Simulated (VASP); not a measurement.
# GaP (F-43m) in VASP: notebook

GaP is run at these levels: PBEsol; tasks: single point.

Everything below comes from runs of VASP 6.6.1. Logs are shortened: lines on timing, memory, paths and dates and some standing lists are left out, and cuts for length are marked.

**Experimental background.**

From “Stacking defects in GaP nanowires: Electronic structure and optical properties”, 2018, arxiv:1810.01194, for a bulk crystal of GaP at 10 K: band gap 2.34 eV (indirect).

The results are compared with them further down.

### Step 1. The cell of the first run

It takes space group F-43m (No. 216, cubic). Conventional cell: a = 5.469 Å, b = 5.469 Å, c = 5.469 Å, α = 90.00°, β = 90.00°, γ = 90.00°. Within 3.1 Å of Ga (site symmetry -43m) lie 4 P at 2.37 Å. P (site symmetry -43m) has 4 Ga at 2.37 Å within 3.1 Å.

### Step 2. Single point, PBEsol

INCAR

```
SYSTEM = GaP
ALGO = Normal ; EDIFF = 1E-7
ENCUT = 520 ; GGA = PS
ISIF = 2 ; ISMEAR = 0
LASPH = .TRUE. ; LCHARG = .TRUE.
LELF = .TRUE. ; LREAL = .FALSE.
LVHAR = .TRUE. ; LWAVE = .FALSE.
NBANDS = 16 ; NELM = 100
PREC = Accurate ; SIGMA = 0.01
```

KPOINTS

```
k-points
0
G
  6 6 6
  0 0 0
```

POSCAR

```
GaP
1.0
    0.0000000000      2.7343040532      2.7343040532
    2.7343040532      0.0000000000      2.7343040532
    2.7343040532      2.7343040532      0.0000000000
Ga P
1 1
Direct
    0.0000000000      0.0000000000      0.0000000000
    0.2500000000      0.2500000000      0.2500000000
```

Potentials or basis: VASP PAW PBE potentials, release 64 (Ga_d, P).

Launch:

```sh
cat potpaw_PBE.64/Ga_d/POTCAR potpaw_PBE.64/P/POTCAR > POTCAR
mpirun -np 1 vasp_std > vasp.out
```

OUTCAR:

```text
SYSTEM = GaP
   EDIFF = 1E-7
   ENCUT = 520
   GGA = PS
   ISIF = 2
   ISMEAR = 0
   LASPH = .TRUE.
   LREAL = .FALSE.
   NELM = 100
   PREC = Accurate

 ion  position               nearest neighbor table
   1  0.000  0.000  0.000-   2 2.37   2 2.37   2 2.37   2 2.37
   2  0.250  0.250  0.250-   1 2.37   1 2.37   1 2.37   1 2.37

  LATTYP: Found a face centered cubic cell.
 ALAT       =     5.4686081064

  Lattice vectors:

 A1 = (   0.0000000000,   2.7343040532,   2.7343040532)
 A2 = (   2.7343040532,   0.0000000000,   2.7343040532)
 A3 = (   2.7343040532,   2.7343040532,   0.0000000000)

Analysis of symmetry for initial positions (statically):
=====================================================================
 Subroutine PRICEL returns:
 Original cell was already a primitive cell.

 Routine SETGRP: Setting up the symmetry group for a
 face centered cubic supercell.

 Subroutine GETGRP returns: Found 24 space group operations
 (whereof 24 operations were pure point group operations)
 out of a pool of 48 trial point group operations.

The static configuration has the point symmetry T_d .

Analysis of symmetry for dynamics (positions and initial velocities):
=====================================================================
 Subroutine PRICEL returns:
 Original cell was already a primitive cell.

 Routine SETGRP: Setting up the symmetry group for a
 face centered cubic supercell.

 Subroutine GETGRP returns: Found 24 space group operations
 (whereof 24 operations were pure point group operations)
 out of a pool of 48 trial point group operations.

The dynamic configuration has the point symmetry T_d .

 Subroutine INISYM returns: Found 24 space group operations
 (whereof 24 operations are pure point group operations),
 and found     1 'primitive' translations

----------------------------------------------------------------------------------------

                                     Primitive cell

  volume of cell :      40.8856

  direct lattice vectors                    reciprocal lattice vectors
     0.000000000  2.734304053  2.734304053    -0.182861887  0.182861887  0.182861887
     2.734304053  0.000000000  2.734304053     0.182861887 -0.182861887  0.182861887
     2.734304053  2.734304053  0.000000000     0.182861887  0.182861887 -0.182861887

  length of vectors
     3.866889876  3.866889876  3.866889876     0.316726080  0.316726080  0.316726080

  position of ions in fractional coordinates (direct lattice)
     0.000000000  0.000000000  0.000000000
     0.250000000  0.250000000  0.250000000

  ion indices of the primitive-cell ions
   primitive index   ion index
                 1           1
                 2           2

----------------------------------------------------------------------------------------

 KPOINTS: k-points

Automatic generation of k-mesh.
 Grid dimensions read from file:
 generate k-points for:    6    6    6

 Generating k-lattice:

  Cartesian coordinates                     Fractional coordinates (reciprocal lattice)
    -0.030476981  0.030476981  0.030476981     0.166666667  0.000000000  0.000000000
     0.030476981 -0.030476981  0.030476981     0.000000000  0.166666667  0.000000000
     0.030476981  0.030476981 -0.030476981     0.000000000  0.000000000  0.166666667

  Length of vectors
     0.052787680  0.052787680  0.052787680

  Shift w.r.t. Gamma in fractional coordinates (k-lattice)
     0.000000000  0.000000000  0.000000000

 Subroutine IBZKPT returns following result:
 ===========================================

 Found     16 irreducible k-points:

 Following reciprocal coordinates:
            Coordinates               Weight
  0.000000  0.000000  0.000000      1.000000
  0.166667  0.000000  0.000000      8.000000
  0.333333  0.000000  0.000000      8.000000
  0.500000  0.000000  0.000000      4.000000
  0.166667  0.166667  0.000000      6.000000
  0.333333  0.166667  0.000000     24.000000
[... 8 lines left out ...]
 -0.333333  0.333333  0.166667     24.000000
 -0.333333  0.500000  0.166667     12.000000
   k-points           NKPTS =     16   k-points in BZ     NKDIM =     16   number of bands    NBANDS=     16
   number of dos      NEDOS =    301   number of ions     NIONS =      2
   total plane-waves  NPLWV =  27000
   dimension x,y,z NGX =    30 NGY =   30 NGZ =   30
   dimension x,y,z NGXF=    60 NGYF=   60 NGZF=   60
   ions per type =               1   1
   NGX,Y,Z   is equivalent  to a cutoff of  12.90, 12.90, 12.90 a.u.
   NGXF,Y,Z  is equivalent  to a cutoff of  25.80, 25.80, 25.80 a.u.
 SYSTEM =  GaP
   PREC   = accura    normal or accurate (medium, high low for compatibility)
   ISTART =      0    job   : 0-new  1-cont  2-samecut
   ICHARG =      2    charge: 1-file 2-atom 10-const
   ISPIN  =      1    spin polarized calculation?
   LNONCOLLINEAR =      F non collinear calculations
   LSORBIT =      F    spin-orbit coupling
   LASPH  =      T    aspherical Exc in radial PAW
   ENCUT  =  520.0 eV  38.22 Ry    6.18 a.u.   7.19  7.19  7.19*2*pi/ulx,y,z
   NELM   =    100;   NELMIN=  2; NELMDL= -5     # of ELM steps
   EDIFF  = 0.1E-06   stopping-criterion for ELM
   LREAL  =      F    real-space projection
   EDIFFG = 0.1E-05   stopping-criterion for IOM
   NSW    =      0    number of steps for IOM
   IBRION =     -1    ionic relax: 0-MD 1-quasi-New 2-CG
   NFREE  =      0    steps in history (QN), initial steepest desc. (CG)
   ISIF   =      2    stress and relaxation
   ISYM   =      2    0-nonsym 1-usesym 2-fastsym
   POTIM  = 0.5000    time-step for ionic-motion
   TEBEG  =    0.0;   TEEND  =   0.0 temperature during run
   PSTRESS=    0.0 pullay stress
   NELECT =      18.0000    total number of electrons
   NUPDOWN=      -1.0000    fix difference up-down
   EMIN   =  10.00;   EMAX   =-10.00  energy-range for DOS
   EFERMI =   0.00;   METHOD = LEGACY
   ISMEAR =     0;   SIGMA  =   0.01  broadening in eV -4-tet -1-fermi 0-gaus
   EFERMI_NEDOS =   21; number of points for ismear=-14 and -15
   IALGO  =     38    algorithm
   IMIX   =      4    mixing-type and parameters
     AMIX     =   0.40;   BMIX     =  1.00
     AMIX_MAG =   1.60;   BMIX_MAG =  1.00
  volume/ion in A,a.u.               =      20.44       137.95
  Fermi-wavevector in a.u.,A,eV,Ry     =   1.245400  2.353465 21.102924  1.551021
[... 48 lines left out ...]
      2     -10.0494      2.00000
      3     -10.0494      2.00000
      4      -9.9595      2.00000
      5      -9.9595      2.00000
      6      -7.6223      2.00000
[... 8 lines left out ...]
     15      13.3734      0.00000
     16      14.2732      0.00000

 k-point     3 :       0.3333    0.0000    0.0000
  band No.  band energies     occupation
      1     -10.1181      2.00000
      2     -10.0371      2.00000
      3     -10.0371      2.00000
      4      -9.9561      2.00000
      5      -9.9561      2.00000
      6      -6.6795      2.00000
[... 8 lines left out ...]
     15      14.0445      0.00000
     16      14.0445      0.00000

 k-point     4 :       0.5000    0.0000    0.0000
  band No.  band energies     occupation
      1     -10.1359      2.00000
      2     -10.0329      2.00000
      3     -10.0329      2.00000
      4      -9.9524      2.00000
      5      -9.9524      2.00000
      6      -5.9175      2.00000
[... 8 lines left out ...]
     15      16.1056      0.00000
     16      16.1056      0.00000

 k-point     5 :       0.1667    0.1667    0.0000
  band No.  band energies     occupation
      1     -10.0925      2.00000
      2     -10.0417      2.00000
      3     -10.0417      2.00000
      4      -9.9668      2.00000
      5      -9.9543      2.00000
      6      -7.5048      2.00000
[... 8 lines left out ...]
     15      14.6606      0.00000
     16      15.0820      0.00000

 k-point     6 :       0.3333    0.1667    0.0000
  band No.  band energies     occupation
      1     -10.1220      2.00000
      2     -10.0309      2.00000
      3     -10.0276      2.00000
      4      -9.9704      2.00000
      5      -9.9499      2.00000
      6      -6.7464      2.00000
[... 8 lines left out ...]
     15      15.1551      0.00000
     16      15.9112      0.00000

 k-point     7 :       0.5000    0.1667    0.0000
  band No.  band energies     occupation
      1     -10.1390      2.00000
      2     -10.0280      2.00000
      3     -10.0219      2.00000
      4      -9.9637      2.00000
      5      -9.9502      2.00000
      6      -5.7767      2.00000
[... 8 lines left out ...]
     15      16.1206      0.00000
     16      16.5629      0.00000

 k-point     8 :      -0.3333    0.1667    0.0000
  band No.  band energies     occupation
      1     -10.1318      2.00000
      2     -10.0300      2.00000
      3     -10.0265      2.00000
      4      -9.9586      2.00000
      5      -9.9564      2.00000
      6      -6.0618      2.00000
[... 8 lines left out ...]
     15      15.0857      0.00000
     16      16.7509      0.00000

 k-point     9 :      -0.1667    0.1667    0.0000
  band No.  band energies     occupation
      1     -10.1051      2.00000
      2     -10.0403      2.00000
      3     -10.0371      2.00000
      4      -9.9632      2.00000
      5      -9.9557      2.00000
      6      -7.0651      2.00000
[... 8 lines left out ...]
     15      14.6152      0.00000
     16      15.8903      0.00000

 k-point    10 :       0.3333    0.3333    0.0000
  band No.  band energies     occupation
      1     -10.1479      2.00000
      2     -10.0098      2.00000
      3     -10.0098      2.00000
      4      -9.9848      2.00000
      5      -9.9436      2.00000
      6      -6.2191      2.00000
[... 8 lines left out ...]
     15      15.8518      0.00000
     16      18.6444      0.00000

 k-point    11 :       0.5000    0.3333    0.0000
  band No.  band energies     occupation
      1     -10.1581      2.00000
      2     -10.0078      2.00000
      3     -10.0018      2.00000
      4      -9.9838      2.00000
      5      -9.9434      2.00000
      6      -5.3597      2.00000
[... 8 lines left out ...]
     15      16.3487      0.00000
     16      17.6100      0.00000

 k-point    12 :      -0.3333    0.3333    0.0000
  band No.  band energies     occupation
      1     -10.1474      2.00000
      2     -10.0197      2.00000
      3     -10.0085      2.00000
      4      -9.9704      2.00000
      5      -9.9528      2.00000
      6      -5.2566      2.00000
[... 8 lines left out ...]
     15      13.9818      0.00000
     16      19.3032      0.00000

 k-point    13 :       0.5000    0.5000    0.0000
  band No.  band energies     occupation
      1     -10.1712      2.00000
      2      -9.9947      2.00000
      3      -9.9933      2.00000
      4      -9.9933      2.00000
      5      -9.9383      2.00000
      6      -5.0186      2.00000
[... 8 lines left out ...]
     15      16.8650      0.00000
     16      17.3750      0.00000

 k-point    14 :       0.5000    0.3333    0.1667
  band No.  band energies     occupation
      1     -10.1408      2.00000
      2     -10.0236      2.00000
      3     -10.0126      2.00000
      4      -9.9735      2.00000
      5      -9.9490      2.00000
      6      -5.9062      2.00000
[... 8 lines left out ...]
     15      16.1497      0.00000
     16      17.6369      0.00000

 k-point    15 :      -0.3333    0.3333    0.1667
  band No.  band energies     occupation
      1     -10.1467      2.00000
      2     -10.0236      2.00000
      3     -10.0060      2.00000
      4      -9.9702      2.00000
      5      -9.9521      2.00000
      6      -5.2542      2.00000
[... 8 lines left out ...]
     15      16.8219      0.00000
     16      17.1267      0.00000

 k-point    16 :      -0.3333    0.5000    0.1667
  band No.  band energies     occupation
      1     -10.1574      2.00000
      2     -10.0125      2.00000
      3      -9.9983      2.00000
      4      -9.9798      2.00000
      5      -9.9467      2.00000
      6      -4.9499      2.00000
[... 8 lines left out ...]
     15      16.3151      0.00000
     16      17.9912      0.00000

------------------------ aborting loop because EDIFF is reached ----------------------------------------

  FORCE on cell =-STRESS in cart. coord.  units (eV):
  Direction    XX          YY          ZZ          XY          YZ          ZX
  --------------------------------------------------------------------------------------
  -------------------------------------------------------------------------------------
  Total       -0.3532417     -0.3532417     -0.3532417      0.0000000      0.0000000     -0.0000000
  in kB      -13.8424237    -13.8424237    -13.8424237      0.0000000      0.0000000     -0.0000000
  external PRESSURE =     -13.8424237 kB  Pullay stress =       0.0000000 kB

 VOLUME and BASIS-vectors are now :
 -----------------------------------------------------------------------------
  energy-cutoff  :      520.00
  volume of cell :       40.89
      direct lattice vectors                 reciprocal lattice vectors
     0.000000000  2.734304053  2.734304053    -0.182861887  0.182861887  0.182861887
     2.734304053  0.000000000  2.734304053     0.182861887 -0.182861887  0.182861887
     2.734304053  2.734304053  0.000000000     0.182861887  0.182861887 -0.182861887

 POSITION                                       TOTAL-FORCE (eV/Angst)
 -----------------------------------------------------------------------------------
      0.00000      0.00000      0.00000        -0.000000     -0.000000     -0.000000
      1.36715      1.36715      1.36715         0.000000      0.000000      0.000000
 -----------------------------------------------------------------------------------
    total drift:                                0.000000      0.000000      0.000000

  FREE ENERGIE OF THE ION-ELECTRON SYSTEM (eV)
  ---------------------------------------------------
  free  energy   TOTEN  =        -9.9032476148 eV

  energy  without entropy=       -9.9032476148  energy(sigma->0) =       -9.90324761
```

Run time: 17 s. Hardware: 1 thread of Intel Xeon Platinum 8259CL at 2.50GHz (Skylake/Cascade Lake), shared host; peak memory 0.16 GiB.

Results:

```yaml
Free_energy: -9.9032 eV
Pressure: -1.4 GPa
Band_gap_on_the_k_mesh: 1.53 eV, indirect (least direct gap 1.67 eV)
```

Levels at points of the mesh, in eV from the valence-band top:
```tsv
k point	band 7	band 8	band 9	band 10	band 11	band 12
(0.00, 0.00, 0.00)	0.00	0.00	0.00	1.67	3.82	3.82
(0.50, 0.00, 0.00)	-6.64	-1.12	-1.12	1.55	4.65	4.65
(0.50, 0.50, 0.00)	-6.77	-2.68	-2.68	1.53	1.72	10.47
```

Caveat: the PAW data sets were made with another functional, which shifts forces and pressure a little.

### Step 3. Single point, PBEsol

This run uses another cell than the first one, of 21.05 Å³/atom, 1.030 times its volume.

INCAR

```
SYSTEM = GaP
  PREC = Accurate
  ENCUT = 520
  EDIFF = 1E-6
  ISMEAR = 0
  SIGMA = 0.01
  LREAL = .False.
  LASPH = .True.
  NELM = 100
  ALGO = Normal
  ISIF = 2
  LWAVE = .False.
  LCHARG = .True.
  GGA = PS
  LELF = .True.
  LVHAR = .True.
  NBANDS = 16
```

KPOINTS

```
Automatic mesh
0
Gamma
  6 6 6
  0 0 0
```

POSCAR

```
GaP
1.0
    0.0000000000      2.7611126653      2.7611126653
    2.7611126653      0.0000000000      2.7611126653
    2.7611126653      2.7611126653      0.0000000000
Ga P
1 1
Direct
    0.0000000000      0.0000000000      0.0000000000
    0.2500000000      0.2500000000      0.2500000000
```

Potentials or basis: VASP PAW PBE potentials, release 64 (Ga_d, P).

Launch:

```sh
cat potpaw_PBE.64/Ga_d/POTCAR potpaw_PBE.64/P/POTCAR > POTCAR
mpirun -np 1 vasp_std > vasp.out
```

Run time: 13 s. Hardware: 1 thread of Intel Xeon Platinum 8259CL at 2.50GHz (Skylake/Cascade Lake), shared host; peak memory 0.16 GiB.

The run converged. Its results:

* Free energy: -9.8845 eV
* Pressure: -3.6 GPa
* Band gap on the k mesh: 1.43 eV, direct

Levels at points of the mesh, in eV from the valence-band top:
```tsv
k point	band 5	band 6	band 7	band 8	band 9	band 10	band 11	band 12	band 13	band 14
(0.00, 0.00, 0.00)	-14.40	-12.24	0.00	0.00	0.00	1.43	3.83	3.83	3.83	8.39
(0.50, 0.00, 0.00)	-14.39	-10.27	-6.48	-1.07	-1.07	1.46	4.65	4.65	8.01	10.46
(0.50, 0.50, 0.00)	-14.38	-9.41	-6.63	-2.58	-2.58	1.59	1.75	10.25	10.25	10.73
```

Caveat: the PAW data sets were made with another functional, which shifts forces and pressure a little.

### Step 4. Single point, PBEsol

This run uses another cell than the first one, of 21.66 Å³/atom, 1.059 times its volume.

INCAR

```
PREC = Accurate
ENCUT = 520
EDIFF = 1E-6
ISMEAR = 0
SIGMA = 0.01
LREAL = F
LASPH = T
NELM = 80
ALGO = Normal
ISIF = 2
LWAVE = F
LCHARG = F
GGA = PS
NBANDS = 16
```

KPOINTS

```
Automatic mesh
0
Gamma
  6 6 6
```

POSCAR

```
GaP
1.0
    0.0000000000      2.7874105591      2.7874105591
    2.7874105591      0.0000000000      2.7874105591
    2.7874105591      2.7874105591      0.0000000000
Ga P
1 1
Direct
    0.0000000000      0.0000000000      0.0000000000
    0.2500000000      0.2500000000      0.2500000000
```

Launch:

```sh
cat potpaw_PBE.64/Ga_d/POTCAR potpaw_PBE.64/P/POTCAR > POTCAR
mpirun -np 1 vasp_std > vasp.out
```

Wall time 12 s (1 thread of Intel Xeon Platinum 8259CL at 2.50GHz (Skylake/Cascade Lake), shared host); peak memory 0.16 GiB.

It converged, with:

| Property | Result |
| --- | --- |
| Free energy | -9.8506 eV |
| Pressure | -5.4 GPa |
| Band gap on the k mesh | 1.20 eV, direct |

Levels at points of the mesh, in eV from the valence-band top:
| k point | band 5 | band 6 | band 7 | band 8 | band 9 | band 10 | band 11 | band 12 | band 13 | band 14 |
| --- | --- | --- | --- | --- | --- | --- | --- | --- | --- | --- |
| (0.00, 0.00, 0.00) | -14.37 | -12.03 | 0.00 | 0.00 | 0.00 | 1.20 | 3.83 | 3.83 | 3.83 | 8.27 |
| (0.50, 0.00, 0.00) | -14.36 | -10.16 | -6.33 | -1.03 | -1.03 | 1.38 | 4.65 | 4.65 | 7.95 | 10.27 |
| (0.50, 0.50, 0.00) | -14.35 | -9.34 | -6.50 | -2.49 | -2.49 | 1.64 | 1.76 | 10.04 | 10.04 | 10.48 |

Caveat: the PAW data sets were made with another functional, which shifts forces and pressure a little. A k mesh can miss the band edges.

### Step 5. The runs side by side

```tsv
cell	gap on the mesh (eV)	pressure (GPa)
a = 3.867 Å, angles 60.0°, 2 atoms	1.53	-1.4
a = 3.905 Å, angles 60.0°, 2 atoms	1.43	-3.6
a = 3.942 Å, angles 60.0°, 2 atoms	1.20	-5.4
```

Alike in all rows: task single point; level PBEsol; potentials or basis VASP PAW PBE potentials, release 64 (Ga_d, P); no spin polarisation; k mesh 6 × 6 × 6; cutoff (eV) 520; smearing gaussian 0.01 eV.

Caveats: the PAW data sets were made with another functional, which shifts forces and pressure a little.

Total energies depend on the potentials used, so only differences within one code and one set of settings carry meaning.

### Step 6. Comparison with measurements

Step 2. Against the measured gap of GaP, 2.34 eV (indirect; 10 K; quoted in “Stacking defects in GaP nanowires: Electronic structure and optical properties”, 2018, arxiv:1810.01194), the calculated 1.53 eV is off by -0.81 eV. Spin-orbit coupling on Ga is left out. The value is that of PBEsol on a finite k mesh, which can miss the band edges, without temperature or zero-point motion. Semilocal functionals fall short of measured gaps as a rule.
